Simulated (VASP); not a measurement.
Wanted: the native input for a VASP 6.6.1 run.

| Quantity | Value |
| --- | --- |
| Task | relaxation of cell and atoms |
| Functional | PBE |
| Potentials or basis | VASP PAW PBE potentials, release 64 (Sn_d) |
| Cutoff | 600 eV |
| k mesh | 9 × 9 × 9 |
| Occupations | fermi-dirac, width 0.05 eV |
| Spin | no spin polarisation |
| Target pressure | 2 GPa |
| Dipole correction | no |
| Further INCAR settings | ALGO = Normal; EDIFF = 1e-07; IBRION = 2; EDIFFG = -0.01; NSW = 60; ISIF = 3 |

The structure of Sn lies in POSCAR:

```
Sn
1.0
   -2.9401404553      2.9401404553      1.5993019889
    2.9401404553     -2.9401404553      1.5993019889
    2.9401404553      2.9401404553     -1.5993019889
Sn
2
Direct
    0.0000000000      0.0000000000      0.0000000000
    0.7500000000      0.2500000000      0.5000000000
```

These files were run (other wordings do the same):

INCAR

```
ALGO     = Normal         # electronic algorithm
EDIFF    = 1E-7           # SCF threshold, eV
EDIFFG   = -0.01          # ionic threshold
ENCUT    = 600            # plane-wave cutoff, eV
GGA      = PE             # functional
IBRION   = 2              # ionic algorithm
ISIF     = 3              # what is computed and relaxed
ISMEAR   = -1             # smearing method
LASPH    = True           # aspherical terms in the spheres
LCHARG   = False          # write CHGCAR
LREAL    = False          # projectors in reciprocal space
LWAVE    = False          # write WAVECAR
NELM     = 80             # most SCF steps
NSW      = 60             # ionic steps
PREC     = Accurate       # precision mode
PSTRESS  = 20.0         
SIGMA    = 0.05           # smearing width, eV
```

KPOINTS

```
k-points
0
Gamma
  9 9 9
```

Potentials or basis: VASP PAW PBE potentials, release 64 (Sn_d).

The run is started by

```console
$ cat potpaw_PBE.64/Sn_d/POTCAR > POTCAR
$ mpirun -np 1 vasp_std > vasp.out
```

Results of the run:

```json
{"Relaxed volume": "27.34 Å³/atom", "Relaxed cell": "a = 4.443 Å, b = 4.443 Å, c = 4.443 Å, α = 97.34°, β = 97.34°, γ = 138.11°", "Space group after relaxing (to 0.1 Å)": "I4_1/amd (No. 141)", "Energy change on relaxing (the run minimises the enthalpy)": "+3.1 meV/atom", "Ionic steps": "4", "Pressure after relaxing": "2.0 GPa", "Band gap on the k mesh": "zero (bands 14 and 15 overlap by 3.99 eV)"}
```

Caveat: the cell is relaxed towards a set pressure, so the run minimises the enthalpy, not the energy; spin-orbit coupling is left out, which moves the levels of the heavy elements.

Run time: 3.9 min on 1 thread of Intel(R) Xeon(R) 6975P-C (Granite Rapids), with other jobs on the host, peak memory 0.25 GiB.
